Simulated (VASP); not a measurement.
Here is a VASP 6.6.1 calculation.

Contents of INCAR:

```
PREC = Accurate
ENCUT = 600
EDIFF = 1E-6
ISMEAR = 1
SIGMA = 0.15
LREAL = False
LASPH = True
NELM = 120
ALGO = Normal
ISIF = 2
LWAVE = False
LCHARG = False
GGA = PE
NBANDS = 15
GGA_COMPAT = False
```

Contents of KPOINTS:

```
regular mesh
0
Gamma
  8 8 8
```

Contents of POSCAR:

```
TiC
1.0
    0.0000000000      2.1593000000      2.1593000000
    2.1593000000      0.0000000000      2.1593000000
    2.1593000000      2.1593000000      0.0000000000
Ti C
1 1
Direct
    0.0000000000      0.0000000000      0.0000000000
    0.5000000000      0.5000000000      0.5000000000
```

Potentials or basis: VASP PAW PBE potentials, release 64 (Ti_sv, C).

The run is started by

```bash
$ cat potpaw_PBE.64/Ti_sv/POTCAR potpaw_PBE.64/C/POTCAR > POTCAR
$ mpirun -np 1 vasp_std > vasp.out
```

Task: Estimate the pressure.

Result: 2.6 GPa.

Task: Estimate the band gap on the k mesh.

Result: Zero (band 8 reaches 10.21 eV, above the bottom of band 9 at 9.11 eV).
